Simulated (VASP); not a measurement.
# Be3B2Cl3 (P6/mmm) in VASP: further runs

Be3B2Cl3 is run at these levels: PBE; tasks: relaxation of cell and atoms, single point.

Program: VASP 6.6.1. These are calculated values, not measurements. Logs are shortened: lines on timing, memory, paths and dates and some standing lists are left out, and cuts for length are marked.

## 1. The cell of the first run

Symmetry: P6/mmm, No. 191, hexagonal system. Conventional cell: a = 5.776 Å, b = 5.776 Å, c = 4.709 Å, α = 90.00°, β = 90.00°, γ = 120.00°. Within 3.1 Å of Be (site symmetry mmm) lie 2 Cl at 2.35 Å and 4 B at 2.89 Å and 4 Be at 2.89 Å. Within 2.2 Å of B (site symmetry -6m2) lie 3 Cl at 1.67 Å. Within 2.2 Å of Cl (site symmetry mmm) lie 2 B at 1.67 Å.

## 2. Relaxation of cell and atoms, PBE

Input file INCAR:

```
SYSTEM = Be3B2Cl3
ALGO = Normal
EDIFF = 1E-6
EDIFFG = -0.04
ENCUT = 600
GGA = PE
IBRION = 2
ISIF = 3
ISMEAR = 0
LASPH = .TRUE.
LCHARG = .FALSE.
LREAL = .FALSE.
LWAVE = .FALSE.
NELM = 100
NSW = 90
PREC = Accurate
SIGMA = 0.1
```

Input file KPOINTS:

```
k-points
0
G
  3 3 4
  0 0 0
```

Input file POSCAR:

```
Be3B2Cl3
1.0
    5.7759339200      0.0000000000      0.0000000000
   -2.8879669600      5.0021055000      0.0000000000
    0.0000000000      0.0000000000      4.7090571800
Be B Cl
3 2 3
Direct
    0.5000000000      0.0000000000      0.5000000000
    0.0000000000      0.5000000000      0.5000000000
    0.5000000000      0.5000000000      0.5000000000
    0.3333333300      0.6666666700      0.0000000000
    0.6666666700      0.3333333300      0.0000000000
    0.5000000000      0.0000000000      0.0000000000
    0.0000000000      0.5000000000      0.0000000000
    0.5000000000      0.5000000000      0.0000000000
```

Potentials or basis: VASP PAW PBE potentials, release 64 (Be, B, Cl).

Command:

```bash
$ cat potpaw_PBE.64/Be/POTCAR potpaw_PBE.64/B/POTCAR potpaw_PBE.64/Cl/POTCAR > POTCAR
$ mpirun -np 1 vasp_std > vasp.out
```

OUTCAR:

```text
SYSTEM = Be3B2Cl3
   EDIFF = 1E-6
   EDIFFG = -0.04
   ENCUT = 600
   GGA = PE
   IBRION = 2
   ISIF = 3
   ISMEAR = 0
   LASPH = .TRUE.
   LREAL = .FALSE.
   NELM = 100
   NSW = 90
   PREC = Accurate

 ion  position               nearest neighbor table
   1  0.500  0.000  0.500-   6 2.35   6 2.35
   2  0.000  0.500  0.500-   7 2.35   7 2.35
   3  0.500  0.500  0.500-   8 2.35   8 2.35
   4  0.333  0.667  0.000-   6 1.67   7 1.67   8 1.67
   5  0.667  0.333  0.000-   6 1.67   7 1.67   8 1.67
   6  0.500  0.000  0.000-   4 1.67   5 1.67   1 2.35   1 2.35
   7  0.000  0.500  0.000-   4 1.67   5 1.67   2 2.35   2 2.35
   8  0.500  0.500  0.000-   4 1.67   5 1.67   3 2.35   3 2.35

  LATTYP: Found a hexagonal cell.
 ALAT       =     5.7759339200
 C/A-ratio  =     0.8152893100

  Lattice vectors:

 A1 = (   5.7759339200,   0.0000000000,   0.0000000000)
 A2 = (  -2.8879669600,   5.0021055000,   0.0000000000)
 A3 = (   0.0000000000,   0.0000000000,   4.7090571800)

Analysis of symmetry for initial positions (statically):
=====================================================================
 Subroutine PRICEL returns:
 Original cell was already a primitive cell.

 Routine SETGRP: Setting up the symmetry group for a
 hexagonal supercell.

 Subroutine GETGRP returns: Found 24 space group operations
 (whereof 24 operations were pure point group operations)
 out of a pool of 24 trial point group operations.

The static configuration has the point symmetry D_6h.

Analysis of symmetry for dynamics (positions and initial velocities):
=====================================================================
 Subroutine PRICEL returns:
 Original cell was already a primitive cell.

 Routine SETGRP: Setting up the symmetry group for a
 hexagonal supercell.

 Subroutine GETGRP returns: Found 24 space group operations
 (whereof 24 operations were pure point group operations)
 out of a pool of 24 trial point group operations.

The dynamic configuration has the point symmetry D_6h.

 Subroutine INISYM returns: Found 24 space group operations
 (whereof 24 operations are pure point group operations),
 and found     1 'primitive' translations

----------------------------------------------------------------------------------------

                                     Primitive cell

  volume of cell :     136.0533

  direct lattice vectors                    reciprocal lattice vectors
[... 86 lines left out ...]
   NSW    =     90    number of steps for IOM
   IBRION =      2    ionic relax: 0-MD 1-quasi-New 2-CG
   NFREE  =      1    steps in history (QN), initial steepest desc. (CG)
   ISIF   =      3    stress and relaxation
   ISYM   =      2    0-nonsym 1-usesym 2-fastsym
   POTIM  = 0.5000    time-step for ionic-motion
   TEBEG  =    0.0;   TEEND  =   0.0 temperature during run
   PSTRESS=    0.0 pullay stress
   NELECT =      33.0000    total number of electrons
   NUPDOWN=      -1.0000    fix difference up-down
   EMIN   =  10.00;   EMAX   =-10.00  energy-range for DOS
   EFERMI =   0.00;   METHOD = LEGACY
   ISMEAR =     0;   SIGMA  =   0.10  broadening in eV -4-tet -1-fermi 0-gaus
   EFERMI_NEDOS =   21; number of points for ismear=-14 and -15
   IALGO  =     38    algorithm
   IMIX   =      4    mixing-type and parameters
     AMIX     =   0.40;   BMIX     =  1.00
     AMIX_MAG =   1.60;   BMIX_MAG =  1.00
  volume/ion in A,a.u.               =      17.01       114.77
  Fermi-wavevector in a.u.,A,eV,Ry     =   1.020963  1.929339 14.182230  1.042364
  Thomas-Fermi vector in A             =   2.154561
   LORBIT       =      0    0 simple, 1 ext, 2 COOP (PROOUT), +10 PAW based schemes
   GGA     = PE    functional components
   LHFCALC =     F    Hartree Fock is set to
   AEXX    =    0.0000 exact exchange contribution
   IVDW    =     0    specifies the selected vdW correction
   LEPSILON=     F    determine dielectric tensor
   LRPA    =     F    only Hartree local field effects (RPA)
 conjugate gradient relaxation of ions
 non-spin polarized calculation
 Gauss-broadening in eV      SIGMA  =   0.10
  energy-cutoff  :      600.00
  volume of cell :      136.05
 maximum number of plane-waves:      4566
 NGX is ok and might be reduce to    48
   NGX = 23   NGY = 23   NGZ = 19

--------------------------------------- Ionic step        1  -------------------------------------------

 number of electron      32.9999998 magnetization

 Free energy of the ion-electron system (eV)
  ---------------------------------------------------
  ext. energy  EPLUGINS =         0.00000000
  ---------------------------------------------------
  free energy    TOTEN  =       -14.30754261 eV

  energy without entropy =      -14.27203954  energy(sigma->0) =      -14.28979108

------------------------ aborting loop because EDIFF is reached ----------------------------------------

  FORCE on cell =-STRESS in cart. coord.  units (eV):
  Direction    XX          YY          ZZ          XY          YZ          ZX
  --------------------------------------------------------------------------------------
  -------------------------------------------------------------------------------------
  Total       21.9786464     21.9786463      4.3925561      0.0000000     -0.0000000      0.0000000
  in kB      258.8227796    258.8227791     51.7271882      0.0000000     -0.0000000      0.0000000
  external PRESSURE =     189.7909156 kB  Pullay stress =       0.0000000 kB
[... 107 lines left out ...]
  FREE ENERGIE OF THE ION-ELECTRON SYSTEM (eV)
  ---------------------------------------------------
  free  energy   TOTEN  =       -17.1973976207 eV

  energy  without entropy=      -17.1711526650  energy(sigma->0) =      -17.18427514

[... ionic steps 4 to 7 ...]

--------------------------------------- Ionic step        8  -------------------------------------------

 number of electron      32.9999990 magnetization

------------------------ aborting loop because EDIFF is reached ----------------------------------------
[... 79 lines left out ...]
--------------------------------------- Ionic step       10  -------------------------------------------

 number of electron      32.9999995 magnetization

 Free energy of the ion-electron system (eV)
  ---------------------------------------------------
  ext. energy  EPLUGINS =         0.00000000
  ---------------------------------------------------
  free energy    TOTEN  =       -17.22408562 eV

  energy without entropy =      -17.20630817  energy(sigma->0) =      -17.21519689

 E-fermi :   2.0895     XC(G=0):  -7.4249

 val. band max:        2.0612873664   @ k =   0.3333   0.3333   0.2500
 cond. band min:       2.2382676983   @ k =   0.3333   0.0000   0.2500
 fundamental gap:      0.1769803319
 Fermi energy:         2.0894719180

 k-point     1 :       0.0000    0.0000    0.0000
  band No.  band energies     occupation
      1     -17.2760      2.00000
      2     -16.4905      2.00000
      3     -16.4905      2.00000
      4      -9.7103      2.00000
      5      -6.8002      2.00000
      6      -6.8001      2.00000
[... 240 lines left out ...]
  FREE ENERGIE OF THE ION-ELECTRON SYSTEM (eV)
  ---------------------------------------------------
  free  energy   TOTEN  =       -17.2240856164 eV

  energy  without entropy=      -17.2063081713  energy(sigma->0) =      -17.21519689

 reached required accuracy - stopping structural energy minimisation
```

Wall time 3.2 min (1 thread of Intel Xeon 6975P-C (Granite Rapids), shared host); peak memory 0.3 GiB.

What came out:

```yaml
Free_energy: -17.2241 eV
Relaxed_volume: 23.14 Å³/atom
Relaxed_cell: a = 6.754 Å, b = 6.754 Å, c = 4.687 Å, α = 90.00°, β = 90.00°, γ = 120.00°
Space_group_after_relaxing_to_0.05_Å: P6/mmm (No. 191)
Energy_gained_by_relaxing: 364.6 meV/atom
Ionic_steps: 10
Pressure_after_relaxing: 0.1 GPa
```

Stress tensor (GPa, compression positive):
```
0.17 0.00 0.00
0.00 0.17 0.00
0.00 0.00 0.07
```

The path:
```csv
step,energy change (eV),largest force (eV/Å),pressure (GPa),volume (Å³)
1,0.0000,0.0000,18.98,136.05
2,-2.7785,0.0000,2.20,179.13
3,-2.8899,0.0000,0.27,188.93
4,-2.8951,0.0000,-0.19,191.63
5,-2.8944,0.0000,-0.38,192.85
6,-2.9000,0.0000,-0.40,191.97
7,-2.9125,0.0000,-0.36,189.31
8,-2.9001,0.0000,0.04,183.91
9,-2.9149,0.0000,-0.31,187.85
10,-2.9165,0.0000,0.13,185.15
```

Final structure:
```
Be B Cl
1.0
     6.75380    0.00000    0.00000
    -3.37690    5.84896    0.00000
     0.00000    0.00000    4.68705
Be B Cl
3 2 3
Cartesian
  3.3769 0.0000 2.3435
  -1.6884 2.9245 2.3435
  1.6884 2.9245 2.3435
  0.0000 3.8993 0.0000
  3.3769 1.9497 4.6871
  0.0000 5.8490 0.0000
  -1.6884 2.9245 0.0000
  1.6884 2.9245 0.0000
```

Levels at points of the mesh, in eV from the Fermi level:
| k point | band 14 | band 15 | band 16 | band 17 | band 18 | band 19 | band 20 | band 21 |
| --- | --- | --- | --- | --- | --- | --- | --- | --- |
| (0.00, 0.00, 0.00) | -2.73 | -1.21 | -0.27 | -0.27 | -0.07 | 0.78 | 0.78 | 1.42 |
| (0.00, 0.00, 0.50) | -3.16 | -0.34 | 0.17 | 0.17 | 0.77 | 0.77 | 2.03 | 2.34 |

Caveat: the k points lie up to 0.36 Å⁻¹ apart in the final cell; the volume moved by over 15 % at a fixed basis, so the end points are rough; an odd number of electrons without spin polarisation forces a metal; a magnetic or distorted state may lie lower.

## 3. Single point, PBE

Input file INCAR:

```
SYSTEM = Be3B2Cl3
ALGO = Normal
EDIFF = 1E-6
ENCUT = 520
GGA = PE
ISIF = 2
ISMEAR = 0
LASPH = .True.
LCHARG = .False.
LREAL = .False.
LWAVE = .False.
NBANDS = 26
NELM = 100
PREC = Accurate
SIGMA = 0.1
```

Input file KPOINTS:

```
k-points
0
Gamma
  3 3 4
  0 0 0
```

POSCAR is that of step 2.

Potentials or basis: VASP PAW PBE potentials, release 64 (Be, B, Cl).

Command:

```bash
$ cat potpaw_PBE.64/Be/POTCAR potpaw_PBE.64/B/POTCAR potpaw_PBE.64/Cl/POTCAR > POTCAR
$ mpirun -np 1 vasp_std > vasp.out
```

OUTCAR:

```text
SYSTEM = Be3B2Cl3
   EDIFF = 1E-6
   ENCUT = 520
   GGA = PE
   ISIF = 2
   ISMEAR = 0
   LASPH = .True.
   LREAL = .False.
   NELM = 100
   PREC = Accurate

 ion  position               nearest neighbor table
   1  0.500  0.000  0.500-   6 2.35   6 2.35
   2  0.000  0.500  0.500-   7 2.35   7 2.35
   3  0.500  0.500  0.500-   8 2.35   8 2.35
   4  0.333  0.667  0.000-   6 1.67   7 1.67   8 1.67
   5  0.667  0.333  0.000-   6 1.67   7 1.67   8 1.67
   6  0.500  0.000  0.000-   4 1.67   5 1.67   1 2.35   1 2.35
   7  0.000  0.500  0.000-   4 1.67   5 1.67   2 2.35   2 2.35
   8  0.500  0.500  0.000-   4 1.67   5 1.67   3 2.35   3 2.35

  LATTYP: Found a hexagonal cell.
 ALAT       =     5.7759339200
 C/A-ratio  =     0.8152893100

  Lattice vectors:

 A1 = (   5.7759339200,   0.0000000000,   0.0000000000)
 A2 = (  -2.8879669600,   5.0021055000,   0.0000000000)
 A3 = (   0.0000000000,   0.0000000000,   4.7090571800)

Analysis of symmetry for initial positions (statically):
=====================================================================
 Subroutine PRICEL returns:
 Original cell was already a primitive cell.

 Routine SETGRP: Setting up the symmetry group for a
 hexagonal supercell.

 Subroutine GETGRP returns: Found 24 space group operations
 (whereof 24 operations were pure point group operations)
 out of a pool of 24 trial point group operations.

The static configuration has the point symmetry D_6h.

Analysis of symmetry for dynamics (positions and initial velocities):
=====================================================================
 Subroutine PRICEL returns:
 Original cell was already a primitive cell.

 Routine SETGRP: Setting up the symmetry group for a
 hexagonal supercell.

 Subroutine GETGRP returns: Found 24 space group operations
 (whereof 24 operations were pure point group operations)
 out of a pool of 24 trial point group operations.

The dynamic configuration has the point symmetry D_6h.

 Subroutine INISYM returns: Found 24 space group operations
 (whereof 24 operations are pure point group operations),
 and found     1 'primitive' translations

----------------------------------------------------------------------------------------

                                     Primitive cell

  volume of cell :     136.0533

  direct lattice vectors                    reciprocal lattice vectors
     5.775933920  0.000000000  0.000000000     0.173132175  0.099957908  0.000000000
    -2.887966960  5.002105500  0.000000000     0.000000000  0.199915815  0.000000000
     0.000000000  0.000000000  4.709057180     0.000000000  0.000000000  0.212356733

  length of vectors
     5.775933920  5.775933915  4.709057180     0.199915815  0.199915815  0.212356733

  position of ions in fractional coordinates (direct lattice)
     0.500000000  0.000000000  0.500000000
     1.000000000  0.500000000  0.500000000
     0.500000000  0.500000000  0.500000000
     0.333333330  0.666666670  0.000000000
     0.666666670  0.333333330  0.000000000
     0.500000000  0.000000000  0.000000000
[... 43 lines left out ...]
  0.333333  0.000000  0.000000      6.000000
  0.333333  0.333333  0.000000      2.000000
  0.000000  0.000000  0.250000      2.000000
  0.333333  0.000000  0.250000     12.000000
  0.333333  0.333333  0.250000      4.000000
  0.000000  0.000000  0.500000      1.000000
  0.333333  0.000000  0.500000      6.000000
  0.333333  0.333333  0.500000      2.000000
   k-points           NKPTS =      9   k-points in BZ     NKDIM =      9   number of bands    NBANDS=     26
   number of dos      NEDOS =    301   number of ions     NIONS =      8
   total plane-waves  NPLWV =  82944
   dimension x,y,z NGX =    48 NGY =   48 NGZ =   36
   dimension x,y,z NGXF=    96 NGYF=   96 NGZF=   72
   ions per type =               3   2   3
   NGX,Y,Z   is equivalent  to a cutoff of  13.82, 13.82, 12.71 a.u.
   NGXF,Y,Z  is equivalent  to a cutoff of  27.63, 27.63, 25.42 a.u.
 SYSTEM =  Be3B2Cl3
   PREC   = accura    normal or accurate (medium, high low for compatibility)
   ISTART =      0    job   : 0-new  1-cont  2-samecut
   ICHARG =      2    charge: 1-file 2-atom 10-const
   ISPIN  =      1    spin polarized calculation?
   LNONCOLLINEAR =      F non collinear calculations
   LSORBIT =      F    spin-orbit coupling
   LASPH  =      T    aspherical Exc in radial PAW
   ENCUT  =  520.0 eV  38.22 Ry    6.18 a.u.  10.74 10.74  8.76*2*pi/ulx,y,z
   NELM   =    100;   NELMIN=  2; NELMDL= -5     # of ELM steps
   EDIFF  = 0.1E-05   stopping-criterion for ELM
   LREAL  =      F    real-space projection
   EDIFFG = 0.1E-04   stopping-criterion for IOM
   NSW    =      0    number of steps for IOM
   IBRION =     -1    ionic relax: 0-MD 1-quasi-New 2-CG
   NFREE  =      0    steps in history (QN), initial steepest desc. (CG)
   ISIF   =      2    stress and relaxation
   ISYM   =      2    0-nonsym 1-usesym 2-fastsym
   POTIM  = 0.5000    time-step for ionic-motion
   TEBEG  =    0.0;   TEEND  =   0.0 temperature during run
   PSTRESS=    0.0 pullay stress
   NELECT =      33.0000    total number of electrons
   NUPDOWN=      -1.0000    fix difference up-down
   EMIN   =  10.00;   EMAX   =-10.00  energy-range for DOS
   EFERMI =   0.00;   METHOD = LEGACY
   ISMEAR =     0;   SIGMA  =   0.10  broadening in eV -4-tet -1-fermi 0-gaus
   EFERMI_NEDOS =   21; number of points for ismear=-14 and -15
   IALGO  =     38    algorithm
   IMIX   =      4    mixing-type and parameters
     AMIX     =   0.40;   BMIX     =  1.00
     AMIX_MAG =   1.60;   BMIX_MAG =  1.00
  volume/ion in A,a.u.               =      17.01       114.77
  Fermi-wavevector in a.u.,A,eV,Ry     =   1.020963  1.929339 14.182230  1.042364
  Thomas-Fermi vector in A             =   2.154561
   LORBIT       =      0    0 simple, 1 ext, 2 COOP (PROOUT), +10 PAW based schemes
   GGA     = PE    functional components
   LHFCALC =     F    Hartree Fock is set to
   AEXX    =    0.0000 exact exchange contribution
   IVDW    =     0    specifies the selected vdW correction
   LEPSILON=     F    determine dielectric tensor
   LRPA    =     F    only Hartree local field effects (RPA)
 non-spin polarized calculation
 Gauss-broadening in eV      SIGMA  =   0.10
  energy-cutoff  :      520.00
  volume of cell :      136.05
 maximum number of plane-waves:      3713
 NGX is ok and might be reduce to    48
   NGX = 21   NGY = 21   NGZ = 17

 number of electron      32.9999995 magnetization

 Free energy of the ion-electron system (eV)
  ---------------------------------------------------
  ext. energy  EPLUGINS =         0.00000000
  ---------------------------------------------------
  free energy    TOTEN  =       -14.30279844 eV

  energy without entropy =      -14.26729740  energy(sigma->0) =      -14.28504792

 E-fermi :   4.2132     XC(G=0):  -8.5968

 val. band max:        4.2005962977   @ k =   0.3333   0.3333   0.0000
 cond. band min:       4.2969809400   @ k =   0.0000   0.0000   0.0000
 fundamental gap:      0.0963846423
 Fermi energy:         4.2131904773

 k-point     1 :       0.0000    0.0000    0.0000
  band No.  band energies     occupation
      1     -17.6998      2.00000
      2     -15.8887      2.00000
      3     -15.8887      2.00000
      4     -10.6778      2.00000
      5      -7.3028      2.00000
      6      -7.3028      2.00000
[... 250 lines left out ...]
     25       8.7198      0.00000
     26       9.2618      0.00000

------------------------ aborting loop because EDIFF is reached ----------------------------------------

  FORCE on cell =-STRESS in cart. coord.  units (eV):
  Direction    XX          YY          ZZ          XY          YZ          ZX
  --------------------------------------------------------------------------------------
  -------------------------------------------------------------------------------------
  Total       21.9643732     21.9643732      4.3606979      0.0000000     -0.0000000      0.0000000
  in kB      258.6546976    258.6546970     51.3520229      0.0000000     -0.0000000      0.0000000
  external PRESSURE =     189.5538058 kB  Pullay stress =       0.0000000 kB

 VOLUME and BASIS-vectors are now :
 -----------------------------------------------------------------------------
  energy-cutoff  :      520.00
  volume of cell :      136.05
      direct lattice vectors                 reciprocal lattice vectors
     5.775933920  0.000000000  0.000000000     0.173132175  0.099957908  0.000000000
    -2.887966960  5.002105500  0.000000000     0.000000000  0.199915815  0.000000000
     0.000000000  0.000000000  4.709057180     0.000000000  0.000000000  0.212356733

 POSITION                                       TOTAL-FORCE (eV/Angst)
 -----------------------------------------------------------------------------------
      2.88797      0.00000      2.35453        -0.000000      0.000000      0.000000
     -1.44398      2.50105      2.35453        -0.000000      0.000000      0.000000
      1.44398      2.50105      2.35453        -0.000000      0.000000      0.000000
     -0.00000      3.33474      0.00000         0.000000      0.000000      0.000000
      2.88797      1.66737      0.00000        -0.000000      0.000000      0.000000
      2.88797      0.00000      0.00000        -0.000000      0.000000      0.000000
     -1.44398      2.50105      0.00000        -0.000000      0.000000      0.000000
      1.44398      2.50105      0.00000        -0.000000      0.000000      0.000000
 -----------------------------------------------------------------------------------
    total drift:                               -0.000000      0.000000      0.000000

  FREE ENERGIE OF THE ION-ELECTRON SYSTEM (eV)
  ---------------------------------------------------
  free  energy   TOTEN  =       -14.3027984361 eV

  energy  without entropy=      -14.2672974042  energy(sigma->0) =      -14.28504792
```

It took 17 s on 1 thread of Intel Xeon 6975P-C (Granite Rapids), shared host; peak memory 0.26 GiB.

Results:

```
Free energy : -14.3028 eV
Pressure    : 19.0 GPa
```

Stress tensor (GPa, compression positive):
```
25.87  0.00  0.00
 0.00 25.87  0.00
 0.00  0.00  5.14
```

Caveat: the k points lie up to 0.42 Å⁻¹ apart; an odd number of electrons without spin polarisation forces a metal; a magnetic or distorted state may lie lower.
